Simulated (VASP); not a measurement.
# Si16O (a cell with a defect) in VASP: single point with PBE

Aim: the single point of Si16O (a cell with a defect) with PBE.

All numbers are computed with VASP 6.6.1; they aren't measurements. Logs are shortened: lines on timing, memory, paths and dates and some standing lists are left out, and cuts for length are marked.

## 1. The cell of the first run

The cell holds a defect, 17 atoms: a = 7.679 Å, b = 7.679 Å, c = 7.679 Å, α = 60.00°, β = 60.00°, γ = 60.00°.

## 2. Single point, PBE, collinear spin, ferromagnetic start

File INCAR:

```
SYSTEM = Si16O
ALGO = Normal ; EDIFF = 1E-7
ENCUT = 520 ; GGA = PE
ISIF = 2 ; ISMEAR = -1
ISPIN = 2 ; LASPH = .True.
LCHARG = .False. ; LORBIT = 11
LREAL = Auto ; LWAVE = .False.
MAGMOM = 0 0 0 0 0 0 0 0 0 0 0 0 0 0 0 0 1 ; NBANDS = 53
NELM = 150 ; PREC = Accurate
SIGMA = 0.02
```

File KPOINTS:

```
k-points
0
Gamma
  2 2 2
  0 0 0
```

File POSCAR:

```
Si16O
1.0
    0.0000000000      5.4300000000      5.4300000000
    5.4300000000      0.0000000000      5.4300000000
    5.4300000000      5.4300000000      0.0000000000
Si O
16 1
Direct
    0.0422283610     -0.1283793738     -0.0007918969
    0.1387108656      0.1182136280      0.0457642726
   -0.0027900552      0.0274861878      0.4540607735
    0.1466298343      0.1901104972      0.5340331492
   -0.0158471455      0.4911694291     -0.0350920810
    0.2311049724      0.5394106814      0.0120810313
   -0.0813351750      0.5801749540      0.4329742173
    0.0836095764      0.6754143646      0.5846593002
    0.4983517495      0.0603406998      0.0211694291
    0.6832320442      0.0605248619      0.1660128913
    0.4479189687     -0.0087476980      0.5949355433
    0.6369613260      0.1128729282      0.6602946593
    0.5962246777      0.4465930018     -0.0178084715
    0.6304604052      0.6713443831      0.1228360958
    0.4635727440      0.5123388582      0.4983241252
    0.5533885820      0.6673480663      0.6193554328
    0.2797237569      0.3530570902      0.2916574586
```

Potentials or basis: VASP PAW PBE potentials, release 64 (Si, O).

On the command line:

```sh
$ cat potpaw_PBE.64/Si/POTCAR potpaw_PBE.64/O/POTCAR > POTCAR
$ mpirun -np 1 vasp_std > vasp.out
```

OUTCAR:

```text
SYSTEM = Si16O
   EDIFF = 1E-7
   ENCUT = 520
   GGA = PE
   ISIF = 2
   ISMEAR = -1
   ISPIN = 2
   LASPH = .True.
   LORBIT = 11
   LREAL = Auto
   NELM = 150
   PREC = Accurate

 ion  position               nearest neighbor table
   1  0.042  0.872  0.999-   6 2.19  10 2.38   2 2.57   7 2.92   4 3.12
   2  0.139  0.118  0.046-   5 2.36   9 2.49   1 2.57   3 2.58
   3  0.997  0.027  0.454-   8 2.22  12 2.33   4 2.48   2 2.58
   4  0.147  0.190  0.534-  17 1.77  11 2.18   3 2.48   7 2.54   1 3.12
   5  0.984  0.491  0.965-  14 2.32   6 2.32   2 2.36   8 2.41  13 3.10
   6  0.231  0.539  0.012-  17 2.00   1 2.19   5 2.32  13 2.44  16 2.86   7 2.97
   7  0.919  0.580  0.433-  16 2.33  17 2.44   4 2.54   8 2.60   1 2.92   6 2.97
   8  0.084  0.675  0.585-   3 2.22  15 2.40   5 2.41   7 2.60
   9  0.498  0.060  0.021-  10 2.20  12 2.31  14 2.45   2 2.49
  10  0.683  0.061  0.166-   9 2.20   1 2.38  13 2.45  11 2.77
  11  0.448  0.991  0.595-  16 2.13   4 2.18  12 2.41  10 2.77
  12  0.637  0.113  0.660-   9 2.31   3 2.33  11 2.41  15 2.55
  13  0.596  0.447  0.982-   6 2.44  10 2.45  17 2.52  16 2.53  14 2.61   5 3.10
  14  0.630  0.671  0.123-   5 2.32  15 2.41   9 2.45  13 2.61
  15  0.464  0.512  0.498-  16 2.31   8 2.40  14 2.41  12 2.55
  16  0.553  0.667  0.619-  11 2.13  15 2.31   7 2.33  13 2.53   6 2.86
  17  0.280  0.353  0.292-   4 1.77   6 2.00   7 2.44  13 2.52

  LATTYP: Found a face centered cubic cell.
 ALAT       =    10.8600000000

  Lattice vectors:

 A1 = (   0.0000000000,   5.4300000000,   5.4300000000)
 A2 = (   5.4300000000,   0.0000000000,   5.4300000000)
 A3 = (   5.4300000000,   5.4300000000,   0.0000000000)

Analysis of symmetry for initial positions (statically):
=====================================================================
 Subroutine PRICEL returns:
 Original cell was already a primitive cell.

 Routine SETGRP: Setting up the symmetry group for a
 face centered cubic supercell.

 Subroutine GETGRP returns: Found  1 space group operations
 (whereof  1 operations were pure point group operations)
 out of a pool of 48 trial point group operations.

The static configuration has the point symmetry C_1 .

Analysis of symmetry for dynamics (positions and initial velocities):
=====================================================================
 Subroutine PRICEL returns:
 Original cell was already a primitive cell.

 Routine SETGRP: Setting up the symmetry group for a
 face centered cubic supercell.

 Subroutine GETGRP returns: Found  1 space group operations
 (whereof  1 operations were pure point group operations)
 out of a pool of 48 trial point group operations.

The dynamic configuration has the point symmetry C_1 .

Analysis of structural, dynamic, and magnetic symmetry:
=====================================================================
 Subroutine PRICEL returns:
 Original cell was already a primitive cell.

 Routine SETGRP: Setting up the symmetry group for a
 face centered cubic supercell.

 Subroutine GETGRP returns: Found  1 space group operations
 (whereof  1 operations were pure point group operations)
 out of a pool of 48 trial point group operations.

The overall configuration has the point symmetry C_1 .

 Subroutine INISYM returns: Found  1 space group operations
 (whereof  1 operations are pure point group operations),
 and found     1 'primitive' translations

----------------------------------------------------------------------------------------

                                     Primitive cell

  volume of cell :     320.2060

  direct lattice vectors                    reciprocal lattice vectors
     0.000000000  5.430000000  5.430000000    -0.092081031  0.092081031  0.092081031
     5.430000000  0.000000000  5.430000000     0.092081031 -0.092081031  0.092081031
     5.430000000  5.430000000  0.000000000     0.092081031  0.092081031 -0.092081031

  length of vectors
     7.679179644  7.679179644  7.679179644     0.159489025  0.159489025  0.159489025

  position of ions in fractional coordinates (direct lattice)
     0.042228361  0.871620626  0.999208103
     0.138710866  0.118213628  0.045764273
     0.997209945  0.027486188  0.454060773
     0.146629834  0.190110497  0.534033149
     0.984152855  0.491169429  0.964907919
     0.231104972  0.539410681  0.012081031
[... 9 lines left out ...]
     0.553388582  0.667348066  0.619355433
     0.279723757  0.353057090  0.291657459

  ion indices of the primitive-cell ions
   primitive index   ion index
                 1           1
                 2           2
                 3           3
                 4           4
                 5           5
                 6           6
[... 9 lines left out ...]
                16          16
                17          17

----------------------------------------------------------------------------------------

 KPOINTS: k-points

Automatic generation of k-mesh.
 Grid dimensions read from file:
 generate k-points for:    2    2    2

 Generating k-lattice:

  Cartesian coordinates                     Fractional coordinates (reciprocal lattice)
    -0.046040516  0.046040516  0.046040516     0.500000000  0.000000000  0.000000000
     0.046040516 -0.046040516  0.046040516     0.000000000  0.500000000  0.000000000
     0.046040516  0.046040516 -0.046040516     0.000000000  0.000000000  0.500000000

  Length of vectors
     0.079744512  0.079744512  0.079744512

  Shift w.r.t. Gamma in fractional coordinates (k-lattice)
     0.000000000  0.000000000  0.000000000

 Subroutine IBZKPT returns following result:
 ===========================================

 Found      8 irreducible k-points:

 Following reciprocal coordinates:
            Coordinates               Weight
  0.000000  0.000000  0.000000      1.000000
  0.500000  0.000000  0.000000      1.000000
  0.000000  0.500000  0.000000      1.000000
  0.000000  0.000000  0.500000      1.000000
  0.500000  0.500000  0.500000      1.000000
  0.500000  0.500000  0.000000      1.000000
  0.000000  0.500000  0.500000      1.000000
  0.500000  0.000000  0.500000      1.000000
   k-points           NKPTS =      8   k-points in BZ     NKDIM =      8   number of bands    NBANDS=     53
   number of dos      NEDOS =    301   number of ions     NIONS =     17
   total plane-waves  NPLWV = 216000
   dimension x,y,z NGX =    60 NGY =   60 NGZ =   60
   dimension x,y,z NGXF=   120 NGYF=  120 NGZF=  120
   ions per type =              16   1
   NGX,Y,Z   is equivalent  to a cutoff of  12.99, 12.99, 12.99 a.u.
   NGXF,Y,Z  is equivalent  to a cutoff of  25.98, 25.98, 25.98 a.u.
 SYSTEM =  Si16O
   PREC   = accura    normal or accurate (medium, high low for compatibility)
   ISTART =      0    job   : 0-new  1-cont  2-samecut
   ICHARG =      2    charge: 1-file 2-atom 10-const
   ISPIN  =      2    spin polarized calculation?
   LNONCOLLINEAR =      F non collinear calculations
   LSORBIT =      F    spin-orbit coupling
   LASPH  =      T    aspherical Exc in radial PAW
   ENCUT  =  520.0 eV  38.22 Ry    6.18 a.u.  14.28 14.28 14.28*2*pi/ulx,y,z
   NELM   =    150;   NELMIN=  2; NELMDL= -5     # of ELM steps
   EDIFF  = 0.1E-06   stopping-criterion for ELM
   LREAL  =      T    real-space projection
   EDIFFG = 0.1E-05   stopping-criterion for IOM
   NSW    =      0    number of steps for IOM
   IBRION =     -1    ionic relax: 0-MD 1-quasi-New 2-CG
   NFREE  =      0    steps in history (QN), initial steepest desc. (CG)
   ISIF   =      2    stress and relaxation
   ISYM   =      2    0-nonsym 1-usesym 2-fastsym
   POTIM  = 0.5000    time-step for ionic-motion
   TEBEG  =    0.0;   TEEND  =   0.0 temperature during run
   PSTRESS=    0.0 pullay stress
   NELECT =      70.0000    total number of electrons
   NUPDOWN=      -1.0000    fix difference up-down
   EMIN   =  10.00;   EMAX   =-10.00  energy-range for DOS
   EFERMI =   0.00;   METHOD = LEGACY
   ISMEAR =    -1;   SIGMA  =   0.02  broadening in eV -4-tet -1-fermi 0-gaus
   EFERMI_NEDOS =   21; number of points for ismear=-14 and -15
   IALGO  =     38    algorithm
   IMIX   =      4    mixing-type and parameters
     AMIX     =   0.40;   BMIX     =  1.00
     AMIX_MAG =   1.60;   BMIX_MAG =  1.00
  volume/ion in A,a.u.               =      18.84       127.11
  Fermi-wavevector in a.u.,A,eV,Ry     =   0.986199  1.863645 13.232857  0.972588
  Thomas-Fermi vector in A             =   2.117562
   LORBIT       =     11    0 simple, 1 ext, 2 COOP (PROOUT), +10 PAW based schemes
   GGA     = PE    functional components
   LHFCALC =     F    Hartree Fock is set to
   AEXX    =    0.0000 exact exchange contribution
   IVDW    =     0    specifies the selected vdW correction
   LEPSILON=     F    determine dielectric tensor
   LRPA    =     F    only Hartree local field effects (RPA)
 spin polarized calculation
  energy-cutoff  :      520.00
  volume of cell :      320.21
 maximum number of plane-waves:      8646
 NGX is ok and might be reduce to    60
   NGX = 29   NGY = 29   NGZ = 29

 number of electron      70.0000000 magnetization       0.0003283

 Free energy of the ion-electron system (eV)
  ---------------------------------------------------
  ext. energy  EPLUGINS =         0.00000000
  ---------------------------------------------------
  free energy    TOTEN  =       -86.20976048 eV

  energy without entropy =      -86.20194555  energy(sigma->0) =      -86.20585302

 E-fermi :   6.1344     XC(G=0):  -9.6692

 val. band max:        6.1137833315   @ k =   0.0000   0.0000   0.5000
 cond. band min:       6.1453856468   @ k =   0.0000   0.0000   0.0000
 fundamental gap:      0.0316023153
 Fermi energy:         6.1343636097

 spin component 1

 k-point     1 :       0.0000    0.0000    0.0000
  band No.  band energies     occupation
      1     -13.2919      1.00000
      2      -5.8714      1.00000
      3      -4.2796      1.00000
      4      -3.7083      1.00000
      5      -3.6739      1.00000
      6      -3.2037      1.00000
[... 39 lines left out ...]
     46       8.3620      0.00000
     47       8.5283      0.00000
[... 308 lines left out ...]
      6      -3.6587      1.00000
[... 39 lines left out ...]
     46       9.5616      0.00000
     47       9.8882      0.00000
 Fermi energy:         6.1343636097

 spin component 2

 k-point     1 :       0.0000    0.0000    0.0000
  band No.  band energies     occupation
      1     -13.2918      1.00000
      2      -5.8714      1.00000
      3      -4.2795      1.00000
      4      -3.7082      1.00000
      5      -3.6739      1.00000
      6      -3.2037      1.00000
[... 39 lines left out ...]
     46       8.3620      0.00000
     47       8.5283      0.00000
[... 308 lines left out ...]
      6      -3.6587      1.00000
[... 39 lines left out ...]
     46       9.5616      0.00000
     47       9.8883      0.00000
 [bands above 47 left out]

------------------------ aborting loop because EDIFF is reached ----------------------------------------

  FORCE on cell =-STRESS in cart. coord.  units (eV):
  Direction    XX          YY          ZZ          XY          YZ          ZX
  --------------------------------------------------------------------------------------
  -------------------------------------------------------------------------------------
  Total        3.4066419     -1.1267711     -0.2083183     -7.1208254      3.7104011      2.0714838
  in kB       17.0454151     -5.6378927     -1.0423378    -35.6296401     18.5652996     10.3648411
  external PRESSURE =       3.4550615 kB  Pullay stress =       0.0000000 kB

 VOLUME and BASIS-vectors are now :
 -----------------------------------------------------------------------------
  energy-cutoff  :      520.00
  volume of cell :      320.21
      direct lattice vectors                 reciprocal lattice vectors
     0.000000000  5.430000000  5.430000000    -0.092081031  0.092081031  0.092081031
     5.430000000  0.000000000  5.430000000     0.092081031 -0.092081031  0.092081031
     5.430000000  5.430000000  0.000000000     0.092081031  0.092081031 -0.092081031

 POSITION                                       TOTAL-FORCE (eV/Angst)
 -----------------------------------------------------------------------------------
     10.15860      5.65500      4.96220         2.285617     -0.408130      1.148739
      0.89040      1.00170      1.39510         0.561404      1.280113     -0.890851
      2.61480      7.88040      5.56410         0.414681     -0.478977      1.678452
      3.93210      3.69600      1.82850         0.501206     -3.117918     -0.478431
      7.90650     10.58340      8.01100        -0.457549     -0.455626      0.580523
      2.99460      1.32050      4.18390        -0.167351      2.448037     -1.277433
[... 9 lines left out ...]
      6.98680      6.36800      6.62860        -1.518236      2.084686     -1.378795
      3.50080      3.10260      3.43600        -0.380457     -1.389144      0.457740
 -----------------------------------------------------------------------------------
    total drift:                                0.001335     -0.003700      0.000437

  FREE ENERGIE OF THE ION-ELECTRON SYSTEM (eV)
  ---------------------------------------------------
  free  energy   TOTEN  =       -86.2097604842 eV

  energy  without entropy=      -86.2019455458  energy(sigma->0) =      -86.20585302

 total charge

# of ion       s       p       d       tot
------------------------------------------
    1        0.794   0.843   0.000   1.637
    2        0.778   0.807   0.000   1.585
    3        0.758   0.914   0.000   1.672
    4        0.755   0.858   0.000   1.613
    5        0.757   0.912   0.000   1.669
    6        0.778   0.841   0.000   1.619
[... 9 lines left out ...]
   16        0.774   0.945   0.000   1.720
   17        1.589   3.409   0.000   4.999
--------------------------------------------------
tot         13.984  17.283   0.000  31.267

 magnetization (x)

# of ion       s       p       d       tot
------------------------------------------
    1        0.000   0.000   0.000   0.000
    2        0.000   0.000   0.000   0.000
    3        0.000   0.000   0.000   0.000
    4        0.000   0.000   0.000   0.000
    5       -0.000   0.000   0.000   0.000
    6        0.000   0.000   0.000   0.000
[... 9 lines left out ...]
   16        0.000   0.000   0.000   0.000
   17        0.000   0.000   0.000   0.000
--------------------------------------------------
tot          0.000   0.000   0.000   0.000
```

Wall time 9.4 min (1 thread of Intel Xeon Platinum 8488C (Sapphire Rapids), shared host); peak memory 0.7 GiB.

What came out:

- Free energy: -86.2098 eV
- Pressure: 0.3 GPa
- Largest force: 3.194 eV/Å
- Band gap on the k mesh: zero (filled and empty bands overlap)
- Net moment: 0.00 μB per cell
- Valence electrons inside the program's atomic spheres: Si 1.64, 1.58, 1.67, 1.61, 1.62, 1.56, 1.66, 1.68, 1.63, 1.73, 1.65, 1.57, 1.72 (each value once); O 5.00

Forces on the atoms (eV/Å):
```
Si   2.286 -0.408  1.149
Si   0.561  1.280 -0.891
Si   0.415 -0.479  1.678
Si   0.501 -3.118 -0.478
Si  -0.458 -0.456  0.581
Si  -0.167  2.448 -1.277
Si   0.308  1.315  1.001
Si  -1.500  0.569 -1.688
Si  -1.429 -1.499 -1.881
Si   1.359  0.941  0.588
Si   0.558  1.022  2.425
Si   0.316 -1.465  0.591
Si   0.272 -0.272  0.808
Si  -0.623 -0.321 -1.178
Si  -0.501 -0.252 -0.506
Si  -1.518  2.085 -1.379
O   -0.380 -1.389  0.458
```

Levels at points of the mesh, in eV from the Fermi level:
Spin up:
| k point | band 31 | band 32 | band 33 | band 34 | band 35 | band 36 | band 37 | band 38 | band 39 | band 40 |
| --- | --- | --- | --- | --- | --- | --- | --- | --- | --- | --- |
| (0.00, 0.00, 0.00) | -0.81 | -0.60 | -0.48 | -0.31 | 0.01 | 0.23 | 0.42 | 0.55 | 0.60 | 0.82 |
| (0.50, 0.00, 0.00) | -1.51 | -0.93 | -0.73 | -0.44 | -0.20 | 0.26 | 0.98 | 1.19 | 1.34 | 1.52 |
| (0.00, 0.50, 0.00) | -1.31 | -1.14 | -0.95 | -0.79 | -0.22 | 0.41 | 0.68 | 0.96 | 1.12 | 1.47 |
| (0.00, 0.00, 0.50) | -1.33 | -1.21 | -0.83 | -0.63 | -0.35 | -0.02 | 0.24 | 0.88 | 1.13 | 1.38 |
| (0.50, 0.50, 0.50) | -1.21 | -0.99 | -0.68 | -0.56 | -0.04 | 0.28 | 0.57 | 0.90 | 1.09 | 1.22 |
| (0.50, 0.50, 0.00) | -1.49 | -1.18 | -0.78 | -0.70 | -0.45 | 0.52 | 0.90 | 1.25 | 1.75 | 1.88 |
| (0.00, 0.50, 0.50) | -1.55 | -1.20 | -1.15 | -1.02 | -0.44 | 0.73 | 0.84 | 1.41 | 1.56 | 1.80 |
| (0.50, 0.00, 0.50) | -1.55 | -1.29 | -1.08 | -0.81 | -0.55 | 0.68 | 0.73 | 1.00 | 1.41 | 1.60 |
Spin down:
```
           k point  band 31  band 32  band 33  band 34  band 35  band 36  band 37  band 38  band 39  band 40
(0.00, 0.00, 0.00)    -0.81    -0.60    -0.48    -0.31     0.01     0.23     0.42     0.55     0.60     0.82
(0.50, 0.00, 0.00)    -1.51    -0.93    -0.73    -0.44    -0.20     0.26     0.98     1.19     1.34     1.52
(0.00, 0.50, 0.00)    -1.31    -1.14    -0.95    -0.79    -0.22     0.41     0.68     0.96     1.12     1.47
(0.00, 0.00, 0.50)    -1.33    -1.21    -0.83    -0.63    -0.35    -0.02     0.24     0.88     1.13     1.38
(0.50, 0.50, 0.50)    -1.21    -0.99    -0.68    -0.56    -0.04     0.28     0.57     0.90     1.09     1.22
(0.50, 0.50, 0.00)    -1.49    -1.18    -0.78    -0.70    -0.45     0.52     0.90     1.25     1.75     1.88
(0.00, 0.50, 0.50)    -1.55    -1.20    -1.15    -1.02    -0.44     0.73     0.84     1.41     1.56     1.80
(0.50, 0.00, 0.50)    -1.55    -1.29    -1.08    -0.81    -0.55     0.68     0.73     1.00     1.41     1.60
```

Caveat: the k points lie up to 0.50 Å⁻¹ apart; the atoms stand as in a frame of molecular dynamics.
